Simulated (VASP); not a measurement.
Here is a VASP 6.6.1 calculation.

Contents of INCAR:

```
SYSTEM = CuO
ALGO = Normal
EDIFF = 1E-7
ENCUT = 520
GGA = PE
ISIF = 2
ISMEAR = -1
LASPH = .TRUE.
LCHARG = .FALSE.
LREAL = .FALSE.
LWAVE = .FALSE.
NBANDS = 25
NELM = 60
PREC = Accurate
SIGMA = 0.1
```

File KPOINTS:

```
k-points
0
G
  9 9 5
  0 0 0
```

Contents of POSCAR:

```
CuO
1.0
    2.9004840000      0.0000000000      0.0000000000
    0.8811335867      2.7634056953      0.0000000000
   -0.6863119093     -0.5015203667      5.0578693859
Cu O
2 2
Direct
    0.0000000000      0.5000000000      0.0000000000
    0.5000000000      0.0000000000      0.5000000000
    0.5816000000      0.4184000000      0.2500000000
    0.4184000000      0.5816000000      0.7500000000
```

Potentials or basis: VASP PAW PBE potentials, release 64 (Cu, O).

Command:

```sh
$ cat potpaw_PBE.64/Cu/POTCAR potpaw_PBE.64/O/POTCAR > POTCAR
$ mpirun -np 1 vasp_std > vasp.out
```

(1) What does it give for the band gap on the k mesh?

(2) What does it give for the pressure?

(3) What does it give for the largest force?

Answers

(1) zero (band 17 reaches 5.99 eV, above the bottom of band 18 at 5.44 eV).

(2) 6.5 GPa.

(3) 0.217 eV/Å.

Caveat: semilocal functionals often make such compounds metallic where correlation or magnetic order opens a gap, which also shifts bond lengths.
